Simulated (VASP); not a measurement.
# KTaO3 (Pm-3m) in VASP: further runs

Aim: see how the results for KTaO3 move with the level of theory and the settings. Levels: RPBE, PBE, PBEsol. Tasks: single point, relaxation of cell and atoms.

All numbers are computed with VASP 6.6.1; they aren't measurements. Logs are shortened: lines on timing, memory, paths and dates and some standing lists are left out, and cuts for length are marked.

### Step 1. The cell of the first run

It takes space group Pm-3m (No. 221, cubic). Conventional cell: a = 3.988 Å, b = 3.988 Å, c = 3.988 Å, α = 90.00°, β = 90.00°, γ = 90.00°. Ta (site symmetry m-3m) has 6 O at 1.99 Å within 2.6 Å. K (site symmetry m-3m) has 12 O at 2.82 Å and 8 Ta at 3.45 Å within 3.7 Å. O (site symmetry 4/mmm) has 2 Ta at 1.99 Å within 2.6 Å.

### Step 2. Single point, RPBE

Contents of INCAR:

```
SYSTEM = KTaO3
ALGO     = Normal         ! electronic algorithm
EDIFF    = 1E-6           ! SCF threshold, eV
ENCUT    = 520            ! plane-wave cutoff, eV
GGA      = RP             ! functional
ISIF     = 2              ! what is computed and relaxed
ISMEAR   = -1             ! smearing method
LASPH    = .True.         ! aspherical terms in the spheres
LCHARG   = .False.        ! write CHGCAR
LREAL    = .False.        ! projectors in reciprocal space
LWAVE    = .False.        ! write WAVECAR
NBANDS   = 27             ! bands
NELM     = 100            ! most SCF steps
PREC     = Accurate       ! precision mode
SIGMA    = 0.05           ! smearing width, eV
```

Contents of KPOINTS:

```
k-points
0
Gamma
  7 7 7
  0 0 0
```

Contents of POSCAR:

```
KTaO3
1.0
    3.9883000000      0.0000000000      0.0000000000
    0.0000000000      3.9883000000      0.0000000000
    0.0000000000      0.0000000000      3.9883000000
Ta K O
1 1 3
Direct
    0.0000000000      0.0000000000      0.0000000000
    0.5000000000      0.5000000000      0.5000000000
    0.0000000000      0.0000000000      0.5000000000
    0.0000000000      0.5000000000      0.0000000000
    0.5000000000      0.0000000000      0.0000000000
```

Potentials or basis: VASP PAW PBE potentials, release 64 (Ta_pv, K_sv, O).

On the command line:

```console
$ cat potpaw_PBE.64/Ta_pv/POTCAR potpaw_PBE.64/K_sv/POTCAR potpaw_PBE.64/O/POTCAR > POTCAR
$ mpirun -np 1 vasp_std > vasp.out
```

OUTCAR:

```text
SYSTEM = KTaO3
   EDIFF = 1E-6
   ENCUT = 520
   GGA = RP
   ISIF = 2
   ISMEAR = -1
   LASPH = .True.
   LREAL = .False.
   NELM = 100
   PREC = Accurate

 ion  position               nearest neighbor table
   1  0.000  0.000  0.000-   3 1.99   4 1.99   5 1.99   3 1.99   4 1.99   5 1.99   2 3.45   2 3.45
                             2 3.45   2 3.45   2 3.45   2 3.45   2 3.45   2 3.45
   2  0.500  0.500  0.500-   3 2.82   4 2.82   5 2.82   4 2.82   5 2.82   3 2.82   5 2.82   5 2.82
                             3 2.82   4 2.82   4 2.82   3 2.82   1 3.45   1 3.45   1 3.45   1 3.45
   3  0.000  0.000  0.500-   1 1.99   1 1.99   2 2.82   2 2.82   2 2.82   2 2.82
   4  0.000  0.500  0.000-   1 1.99   1 1.99   2 2.82   2 2.82   2 2.82   2 2.82
   5  0.500  0.000  0.000-   1 1.99   1 1.99   2 2.82   2 2.82   2 2.82   2 2.82

  LATTYP: Found a simple cubic cell.
 ALAT       =     3.9883000000

  Lattice vectors:

 A1 = (   3.9883000000,   0.0000000000,   0.0000000000)
 A2 = (   0.0000000000,   3.9883000000,   0.0000000000)
 A3 = (   0.0000000000,   0.0000000000,   3.9883000000)

Analysis of symmetry for initial positions (statically):
=====================================================================
 Subroutine PRICEL returns:
 Original cell was already a primitive cell.

 Routine SETGRP: Setting up the symmetry group for a
 simple cubic supercell.

 Subroutine GETGRP returns: Found 48 space group operations
 (whereof 48 operations were pure point group operations)
 out of a pool of 48 trial point group operations.

The static configuration has the point symmetry O_h .

Analysis of symmetry for dynamics (positions and initial velocities):
=====================================================================
 Subroutine PRICEL returns:
 Original cell was already a primitive cell.

 Routine SETGRP: Setting up the symmetry group for a
 simple cubic supercell.

 Subroutine GETGRP returns: Found 48 space group operations
 (whereof 48 operations were pure point group operations)
 out of a pool of 48 trial point group operations.

The dynamic configuration has the point symmetry O_h .

 Subroutine INISYM returns: Found 48 space group operations
 (whereof 48 operations are pure point group operations),
 and found     1 'primitive' translations

----------------------------------------------------------------------------------------

                                     Primitive cell

  volume of cell :      63.4400

  direct lattice vectors                    reciprocal lattice vectors
     3.988300000  0.000000000  0.000000000     0.250733395  0.000000000  0.000000000
     0.000000000  3.988300000  0.000000000     0.000000000  0.250733395  0.000000000
     0.000000000  0.000000000  3.988300000     0.000000000  0.000000000  0.250733395

  length of vectors
     3.988300000  3.988300000  3.988300000     0.250733395  0.250733395  0.250733395

  position of ions in fractional coordinates (direct lattice)
     0.000000000  0.000000000  0.000000000
     0.500000000  0.500000000  0.500000000
     0.000000000  0.000000000  0.500000000
     0.000000000  0.500000000  0.000000000
     0.500000000  0.000000000  0.000000000

  ion indices of the primitive-cell ions
   primitive index   ion index
                 1           1
                 2           2
                 3           3
                 4           4
                 5           5

----------------------------------------------------------------------------------------

 KPOINTS: k-points

Automatic generation of k-mesh.
 Grid dimensions read from file:
 generate k-points for:    7    7    7

 Generating k-lattice:

  Cartesian coordinates                     Fractional coordinates (reciprocal lattice)
     0.035819056  0.000000000  0.000000000     0.142857143  0.000000000  0.000000000
     0.000000000  0.035819056  0.000000000     0.000000000  0.142857143  0.000000000
     0.000000000  0.000000000  0.035819056     0.000000000  0.000000000  0.142857143

  Length of vectors
     0.035819056  0.035819056  0.035819056

  Shift w.r.t. Gamma in fractional coordinates (k-lattice)
     0.000000000  0.000000000  0.000000000

 Subroutine IBZKPT returns following result:
 ===========================================

 Found     20 irreducible k-points:

 Following reciprocal coordinates:
            Coordinates               Weight
  0.000000  0.000000  0.000000      1.000000
  0.142857  0.000000  0.000000      6.000000
  0.285714  0.000000  0.000000      6.000000
  0.428571  0.000000  0.000000      6.000000
  0.142857  0.142857  0.000000     12.000000
  0.285714  0.142857  0.000000     24.000000
[... 12 lines left out ...]
  0.428571  0.428571  0.285714     24.000000
  0.428571  0.428571  0.428571      8.000000
   k-points           NKPTS =     20   k-points in BZ     NKDIM =     20   number of bands    NBANDS=     27
   number of dos      NEDOS =    301   number of ions     NIONS =      5
   total plane-waves  NPLWV =  27000
   dimension x,y,z NGX =    30 NGY =   30 NGZ =   30
   dimension x,y,z NGXF=    60 NGYF=   60 NGZF=   60
   ions per type =               1   1   3
   NGX,Y,Z   is equivalent  to a cutoff of  12.51, 12.51, 12.51 a.u.
   NGXF,Y,Z  is equivalent  to a cutoff of  25.01, 25.01, 25.01 a.u.
 SYSTEM =  KTaO3
   PREC   = accura    normal or accurate (medium, high low for compatibility)
   ISTART =      0    job   : 0-new  1-cont  2-samecut
   ICHARG =      2    charge: 1-file 2-atom 10-const
   ISPIN  =      1    spin polarized calculation?
   LNONCOLLINEAR =      F non collinear calculations
   LSORBIT =      F    spin-orbit coupling
   LASPH  =      T    aspherical Exc in radial PAW
   ENCUT  =  520.0 eV  38.22 Ry    6.18 a.u.   7.42  7.42  7.42*2*pi/ulx,y,z
   NELM   =    100;   NELMIN=  2; NELMDL= -5     # of ELM steps
   EDIFF  = 0.1E-05   stopping-criterion for ELM
   LREAL  =      F    real-space projection
   EDIFFG = 0.1E-04   stopping-criterion for IOM
   NSW    =      0    number of steps for IOM
   IBRION =     -1    ionic relax: 0-MD 1-quasi-New 2-CG
   NFREE  =      0    steps in history (QN), initial steepest desc. (CG)
   ISIF   =      2    stress and relaxation
   ISYM   =      2    0-nonsym 1-usesym 2-fastsym
   POTIM  = 0.5000    time-step for ionic-motion
   TEBEG  =    0.0;   TEEND  =   0.0 temperature during run
   PSTRESS=    0.0 pullay stress
   NELECT =      38.0000    total number of electrons
   NUPDOWN=      -1.0000    fix difference up-down
   EMIN   =  10.00;   EMAX   =-10.00  energy-range for DOS
   EFERMI =   0.00;   METHOD = LEGACY
   ISMEAR =    -1;   SIGMA  =   0.05  broadening in eV -4-tet -1-fermi 0-gaus
   EFERMI_NEDOS =   21; number of points for ismear=-14 and -15
   IALGO  =     38    algorithm
   IMIX   =      4    mixing-type and parameters
     AMIX     =   0.40;   BMIX     =  1.00
     AMIX_MAG =   1.60;   BMIX_MAG =  1.00
  volume/ion in A,a.u.               =      12.69        85.62
  Fermi-wavevector in a.u.,A,eV,Ry     =   1.380008  2.607837 25.911228  1.904422
  Thomas-Fermi vector in A             =   2.504925
   LORBIT       =      0    0 simple, 1 ext, 2 COOP (PROOUT), +10 PAW based schemes
   GGA     = RP    functional components
   LHFCALC =     F    Hartree Fock is set to
   AEXX    =    0.0000 exact exchange contribution
   IVDW    =     0    specifies the selected vdW correction
   LEPSILON=     F    determine dielectric tensor
   LRPA    =     F    only Hartree local field effects (RPA)
 non-spin polarized calculation
  energy-cutoff  :      520.00
  volume of cell :       63.44
 maximum number of plane-waves:      1743
 NGX is ok and might be reduce to    30
   NGX = 15   NGY = 15   NGZ = 15

 number of electron      37.9999976 magnetization

 Free energy of the ion-electron system (eV)
  ---------------------------------------------------
  ext. energy  EPLUGINS =         0.00000000
  ---------------------------------------------------
  free energy    TOTEN  =       -39.00230730 eV

  energy without entropy =      -39.00230730  energy(sigma->0) =      -39.00230730

 E-fermi :   3.0784     XC(G=0): -10.5983

 val. band max:        1.8982901548   @ k =   0.4286   0.4286   0.4286
 cond. band min:       4.1836071440   @ k =   0.0000   0.0000   0.0000
 fundamental gap:      2.2853169892
 Fermi energy:         3.0784166530

 k-point     1 :       0.0000    0.0000    0.0000
  band No.  band energies     occupation
      1     -32.2165      2.00000
      2     -32.2165      2.00000
      3     -32.2165      2.00000
      4     -25.4949      2.00000
      5     -15.6774      2.00000
      6     -14.9864      2.00000
[... 19 lines left out ...]
     26      10.2305      0.00000
     27      10.2305      0.00000

 k-point     2 :       0.1429    0.0000    0.0000
  band No.  band energies     occupation
      1     -32.2339      2.00000
      2     -32.2159      2.00000
      3     -32.2159      2.00000
      4     -25.4899      2.00000
      5     -15.6217      2.00000
      6     -14.9822      2.00000
[... 19 lines left out ...]
     26      10.4797      0.00000
     27      10.5229      0.00000

 k-point     3 :       0.2857    0.0000    0.0000
  band No.  band energies     occupation
      1     -32.2725      2.00000
      2     -32.2144      2.00000
      3     -32.2144      2.00000
      4     -25.4786      2.00000
      5     -15.5710      2.00000
      6     -14.9729      2.00000
[... 19 lines left out ...]
     26      11.0660      0.00000
     27      11.6146      0.00000

 k-point     4 :       0.4286    0.0000    0.0000
  band No.  band energies     occupation
      1     -32.3031      2.00000
      2     -32.2133      2.00000
      3     -32.2133      2.00000
      4     -25.4696      2.00000
      5     -15.5711      2.00000
      6     -14.9653      2.00000
[... 19 lines left out ...]
     26      11.5702      0.00000
     27      12.5533      0.00000
[... 396 lines left out ...]
      4     -25.4522      2.00000
      5     -14.7237      2.00000
      6     -14.4450      2.00000
[... 19 lines left out ...]
     26      12.6323      0.00000
     27      12.9896      0.00000

 k-point    19 :       0.4286    0.4286    0.2857
  band No.  band energies     occupation
      1     -32.2965      2.00000
      2     -32.2964      2.00000
      3     -32.2651      2.00000
      4     -25.4472      2.00000
      5     -14.5728      2.00000
      6     -14.1647      2.00000
[... 19 lines left out ...]
     26      13.0790      0.00000
     27      13.2881      0.00000

 k-point    20 :       0.4286    0.4286    0.4286
  band No.  band energies     occupation
      1     -32.2952      2.00000
      2     -32.2951      2.00000
      3     -32.2951      2.00000
      4     -25.4422      2.00000
      5     -14.1740      2.00000
      6     -14.1163      2.00000
[... 19 lines left out ...]
     26      13.2764      0.00000
     27      14.0069      0.00000

------------------------ aborting loop because EDIFF is reached ----------------------------------------

  FORCE on cell =-STRESS in cart. coord.  units (eV):
  Direction    XX          YY          ZZ          XY          YZ          ZX
  --------------------------------------------------------------------------------------
  -------------------------------------------------------------------------------------
  Total        4.1167303      4.1167303      4.1167303      0.0000000     -0.0000000     -0.0000000
  in kB      103.9679658    103.9679658    103.9679658      0.0000000     -0.0000000     -0.0000000
  external PRESSURE =     103.9679658 kB  Pullay stress =       0.0000000 kB

 VOLUME and BASIS-vectors are now :
 -----------------------------------------------------------------------------
  energy-cutoff  :      520.00
  volume of cell :       63.44
      direct lattice vectors                 reciprocal lattice vectors
     3.988300000  0.000000000  0.000000000     0.250733395  0.000000000  0.000000000
     0.000000000  3.988300000  0.000000000     0.000000000  0.250733395  0.000000000
     0.000000000  0.000000000  3.988300000     0.000000000  0.000000000  0.250733395

 POSITION                                       TOTAL-FORCE (eV/Angst)
 -----------------------------------------------------------------------------------
      0.00000      0.00000      0.00000         0.000000      0.000000      0.000000
      1.99415      1.99415      1.99415         0.000000      0.000000      0.000000
      0.00000      0.00000      1.99415         0.000000      0.000000      0.000000
      0.00000      1.99415      0.00000         0.000000      0.000000      0.000000
      1.99415      0.00000      0.00000         0.000000      0.000000      0.000000
 -----------------------------------------------------------------------------------
    total drift:                                0.000000     -0.000000      0.000000

  FREE ENERGIE OF THE ION-ELECTRON SYSTEM (eV)
  ---------------------------------------------------
  free  energy   TOTEN  =       -39.0023072955 eV

  energy  without entropy=      -39.0023072954  energy(sigma->0) =      -39.00230730
```

Run time: 16 s. Hardware: 1 thread of Intel Xeon 6975P-C (Granite Rapids), shared host; peak memory 0.18 GiB.

What came out:

```yaml
Free_energy: -39.0023 eV
Pressure: 10.4 GPa
Band_gap_on_the_k_mesh: 2.29 eV, indirect (least direct gap 2.84 eV)
```

Levels at points of the mesh, in eV from the valence-band top:
```tsv
k point	band 16	band 17	band 18	band 19	band 20	band 21	band 22	band 23
(0.00, 0.00, 0.00)	-0.99	-0.56	-0.56	-0.56	2.29	2.29	2.29	6.81
```

Caveat: the PAW data sets were made with another functional, which shifts forces and pressure a little; spin-orbit coupling is left out, which moves the levels of the heavy elements. A k mesh can miss the band edges.

### Step 3. Single point, RPBE

This run uses another cell than the first one, of 13.34 Å³/atom, 1.051 times its volume.

Contents of INCAR:

```
ALGO = Normal
EDIFF = 1E-7
ENCUT = 520
GGA = RP
ISIF = 2
ISMEAR = -1
LASPH = True
LCHARG = True
LELF = True
LREAL = False
LVHAR = True
LWAVE = False
NBANDS = 27
NELM = 100
PREC = Accurate
SIGMA = 0.05
```

Contents of KPOINTS:

```
k-points
0
Gamma
  7 7 7
```

Changes to POSCAR since step 2:

```diff
@@ -2,5 +2,5 @@
 1.0
-    3.9883000000      0.0000000000      0.0000000000
-    0.0000000000      3.9883000000      0.0000000000
-    0.0000000000      0.0000000000      3.9883000000
+    4.0550342158      0.0000000000      0.0000000000
+    0.0000000000      4.0550342158      0.0000000000
+    0.0000000000      0.0000000000      4.0550342158
 Ta K O
```

Potentials or basis: VASP PAW PBE potentials, release 64 (Ta_pv, K_sv, O).

On the command line:

```console
$ cat potpaw_PBE.64/Ta_pv/POTCAR potpaw_PBE.64/K_sv/POTCAR potpaw_PBE.64/O/POTCAR > POTCAR
$ mpirun -np 1 vasp_std > vasp.out
```

Wall time 18 s (1 thread of Intel Xeon 6975P-C (Granite Rapids), shared host); peak memory 0.19 GiB.

It converged, with:

| Property | Result |
| --- | --- |
| Free energy | -39.1118 eV |
| Pressure | 0.5 GPa |
| Band gap on the k mesh | 2.17 eV, indirect (least direct gap 2.75 eV) |

Levels at points of the mesh, in eV from the valence-band top:
| k point | band 15 | band 16 | band 17 | band 18 | band 19 | band 20 | band 21 | band 22 | band 23 | band 24 |
| --- | --- | --- | --- | --- | --- | --- | --- | --- | --- | --- |
| (0.00, 0.00, 0.00) | -0.92 | -0.92 | -0.58 | -0.58 | -0.58 | 2.17 | 2.17 | 2.17 | 6.24 | 6.24 |

Caveat: the PAW data sets were made with another functional, which shifts forces and pressure a little; spin-orbit coupling is left out, which moves the levels of the heavy elements. A k mesh can miss the band edges.

### Step 4. Relaxation of cell and atoms, RPBE

Contents of INCAR:

```
PREC = Accurate
ENCUT = 600
EDIFF = 1E-7
ISMEAR = -1
SIGMA = 0.05
LREAL = F
LASPH = T
NELM = 100
ALGO = Normal
ISIF = 3
LWAVE = F
LCHARG = F
GGA = RP
IBRION = 2
NSW = 60
EDIFFG = -0.01
```

Contents of KPOINTS:

```
regular mesh
0
Gamma
  7 7 7
```

Changes to POSCAR since step 3:

```diff
@@ -2,5 +2,5 @@
 1.0
-    4.0550342158      0.0000000000      0.0000000000
-    0.0000000000      4.0550342158      0.0000000000
-    0.0000000000      0.0000000000      4.0550342158
+    3.9883000000      0.0000000000      0.0000000000
+    0.0000000000      3.9883000000      0.0000000000
+    0.0000000000      0.0000000000      3.9883000000
 Ta K O
```

On the command line:

```console
$ cat potpaw_PBE.64/Ta_pv/POTCAR potpaw_PBE.64/K_sv/POTCAR potpaw_PBE.64/O/POTCAR > POTCAR
$ mpirun -np 1 vasp_std > vasp.out
```

It took 36 s on 1 thread of Intel Xeon 6975P-C (Granite Rapids), shared host; peak memory 0.21 GiB.

The run converged. Its results:

```yaml
Free_energy: -39.1152 eV
Relaxed_volume: 13.37 Å³/atom
Relaxed_cell: a = 4.059 Å, b = 4.059 Å, c = 4.059 Å, α = 90.00°, β = 90.00°, γ = 90.00°
Space_group_after_relaxing_to_0.05_Å: Pm-3m (No. 221)
Energy_gained_by_relaxing: 20.5 meV/atom
Ionic_steps: 3
Pressure_after_relaxing: -0.1 GPa
Band_gap_on_the_k_mesh: 2.16 eV, indirect (least direct gap 2.74 eV)
```

Step by step:
| step | energy change (eV) | largest force (eV/Å) | pressure (GPa) | volume (Å³) |
| --- | --- | --- | --- | --- |
| 1 | 0.0000 | 0.0000 | 10.20 | 63.44 |
| 2 | 0.0349 | 0.0000 | -9.55 | 71.15 |
| 3 | -0.1023 | 0.0000 | -0.11 | 66.86 |

Final structure:
```cif
data_structure
_symmetry_space_group_name_H-M 'P 1'
_symmetry_Int_Tables_number 1
_cell_length_a 4.0586
_cell_length_b 4.0586
_cell_length_c 4.0586
_cell_angle_alpha 90.000
_cell_angle_beta 90.000
_cell_angle_gamma 90.000
_cell_volume 66.86
loop_
_atom_site_label
_atom_site_type_symbol
_atom_site_fract_x
_atom_site_fract_y
_atom_site_fract_z
_atom_site_occupancy
Ta1 Ta 0.00000 0.00000 0.00000 1
K1 K 0.50000 0.50000 0.50000 1
O1 O 0.00000 0.00000 0.50000 1
O2 O 0.00000 0.50000 0.00000 1
O3 O 0.50000 0.00000 0.00000 1
```

Levels at points of the mesh, in eV from the valence-band top:
```csv
k point,band 15,band 16,band 17,band 18,band 19,band 20,band 21,band 22,band 23
"(0.00, 0.00, 0.00)",-0.92,-0.92,-0.58,-0.58,-0.58,2.16,2.16,2.16,6.21
```

Caveat: the PAW data sets were made with another functional, which shifts forces and pressure a little; spin-orbit coupling is left out, which moves the levels of the heavy elements. A k mesh can miss the band edges.

(Part 1 of 2 ends here.)
